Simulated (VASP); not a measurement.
Here is a VASP 6.6.1 calculation.

The input INCAR:

```
PREC = Accurate ; ENCUT = 520
EDIFF = 1E-6 ; ISMEAR = 0
SIGMA = 0.02 ; LREAL = Auto
LASPH = T ; NELM = 60
ALGO = Normal ; ISIF = 2
LWAVE = F ; LCHARG = F
GGA = CA ; NELECT = 254.0
NBANDS = 163
```

The input KPOINTS:

```
regular mesh
0
Gamma
  2 2 2
```

Contents of POSCAR:

```
C
1.0
    7.1400000000      0.0000000000      0.0000000000
    0.0000000000      7.1400000000      0.0000000000
    0.0000000000      0.0000000000      7.1400000000
C
63
Direct
    0.5003511204     -0.0003511204      0.0003511204
    0.6254362745      0.1244603641      0.1254362745
    0.7507369748      0.2489638655     -0.0010361345
    0.8729086835      0.3766740896      0.1266740896
    0.7506415966     -0.0011502801      0.2506415966
    0.8750000000      0.1250000000      0.3750000000
   -0.0007369748      0.0010361345     -0.0010361345
    0.1245637255      0.1255396359      0.1254362745
    0.2496488796      0.2503511204      0.0003511204
    0.3744603641      0.3754362745      0.1254362745
    0.4989638655      0.5007369748     -0.0010361345
    0.6266740896      0.6229086835      0.1266740896
    0.7506415966      0.7493584034      0.0011502801
    0.8770913165      0.8733259104      0.1266740896
    0.2510361345      0.0010361345      0.2507369748
    0.3750000000      0.1250000000      0.3750000000
    0.4989638655      0.2489638655      0.2507369748
    0.6266740896      0.3766740896      0.3729086835
    0.7405570028      0.4905570028      0.2405570028
    0.4989638655      0.0010361345      0.4992630252
    0.6254362745      0.1255396359      0.6245637255
    0.7506415966      0.2511502801      0.4993584034
    0.8770913165      0.3766740896      0.6233259104
    0.7507369748      0.0010361345      0.7510361345
    0.8750000000      0.1250000000      0.8750000000
   -0.0006415966      0.5006415966      0.0011502801
    0.1233259104      0.6270913165      0.1266740896
    0.2510361345      0.7492630252     -0.0010361345
    0.3755396359      0.8745637255      0.1254362745
   -0.0006415966      0.2511502801      0.2506415966
    0.1233259104      0.3766740896      0.3770913165
    0.2488497199      0.5006415966      0.2506415966
    0.3750000000      0.6250000000      0.3750000000
    0.5011502801      0.7493584034      0.2506415966
    0.6266740896      0.8733259104      0.3770913165
   -0.0006415966     -0.0011502801      0.4993584034
    0.1245637255      0.1244603641      0.6245637255
    0.2510361345      0.2489638655      0.4992630252
    0.3755396359      0.3754362745      0.6245637255
    0.5011502801      0.5006415966      0.4993584034
    0.6266740896      0.6270913165      0.6233259104
    0.7405570028      0.7594429972      0.5094429972
    0.8729086835      0.8733259104      0.6233259104
    0.2496488796     -0.0003511204      0.7496488796
    0.3750000000      0.1250000000      0.8750000000
    0.5003511204      0.2503511204      0.7496488796
    0.6254362745      0.3754362745      0.8744603641
    0.7506415966      0.5006415966      0.7488497199
    0.8750000000      0.6250000000      0.8750000000
    0.0094429972      0.7594429972      0.2405570028
    0.1233259104      0.8733259104      0.3729086835
    0.0094429972      0.4905570028      0.5094429972
    0.1233259104      0.6229086835      0.6233259104
    0.2488497199      0.7493584034      0.4993584034
    0.3744603641      0.8745637255      0.6245637255
   -0.0007369748      0.2489638655      0.7510361345
    0.1245637255      0.3754362745      0.8755396359
    0.2510361345      0.5007369748      0.7510361345
    0.3750000000      0.6250000000      0.8750000000
    0.4989638655      0.7492630252      0.7510361345
    0.6254362745      0.8745637255      0.8755396359
   -0.0006415966      0.7493584034      0.7488497199
    0.1245637255      0.8745637255      0.8744603641
```

Potentials or basis: VASP PAW LDA potentials, release 64 (C).

Run with:

```sh
$ cat potpaw_LDA.64/C/POTCAR > POTCAR
$ mpirun -np 1 vasp_std > vasp.out
```

Estimate the largest force.

0.063 eV/Å.

Forces on the atoms (eV/Å):
```
C    0.007 -0.007  0.007
C    0.017  0.009  0.017
C   -0.007  0.024  0.024
C    0.007 -0.003 -0.003
C    0.010 -0.016  0.010
C    0.000  0.000  0.000
C    0.007 -0.024  0.024
C   -0.017 -0.009  0.017
C   -0.007  0.007  0.007
C    0.009  0.017  0.017
C    0.024 -0.007  0.024
C   -0.003  0.007 -0.003
C    0.010 -0.010  0.016
C   -0.007  0.003 -0.003
C   -0.024 -0.024 -0.007
C    0.000  0.000  0.000
C    0.024  0.024 -0.007
C   -0.003 -0.003  0.007
C    0.036  0.036  0.036
C    0.024 -0.024  0.007
C    0.017 -0.009 -0.017
C    0.010  0.016 -0.010
C   -0.007 -0.003  0.003
C   -0.007 -0.024 -0.024
C    0.000  0.000  0.000
C   -0.010  0.010  0.016
C    0.003 -0.007 -0.003
C   -0.024  0.007  0.024
C   -0.009 -0.017  0.017
C   -0.010  0.016  0.010
C    0.003 -0.003 -0.007
C   -0.016  0.010  0.010
C    0.000  0.000  0.000
C    0.016 -0.010  0.010
C   -0.003  0.003 -0.007
C   -0.010 -0.016 -0.010
C   -0.017  0.009 -0.017
C   -0.024  0.024  0.007
C   -0.009  0.017 -0.017
C    0.016  0.010 -0.010
C   -0.003 -0.007  0.003
C    0.036 -0.036 -0.036
C    0.007  0.003  0.003
C   -0.007 -0.007 -0.007
C    0.000  0.000  0.000
C    0.007  0.007 -0.007
C    0.017  0.017  0.009
C    0.010  0.010 -0.016
C    0.000  0.000  0.000
C   -0.036 -0.036  0.036
C    0.003  0.003  0.007
C   -0.036  0.036 -0.036
C    0.003  0.007  0.003
C   -0.016 -0.010 -0.010
C    0.009 -0.017 -0.017
C    0.007  0.024 -0.024
C   -0.017  0.017 -0.009
C   -0.024 -0.007 -0.024
C    0.000  0.000  0.000
C    0.024  0.007 -0.024
C    0.017 -0.017 -0.009
C   -0.010 -0.010 -0.016
C   -0.017 -0.017  0.009
```

Caveat: the k points lie up to 0.44 Å⁻¹ apart; the cell carries a net charge on a neutralising background, which shifts energy and pressure.
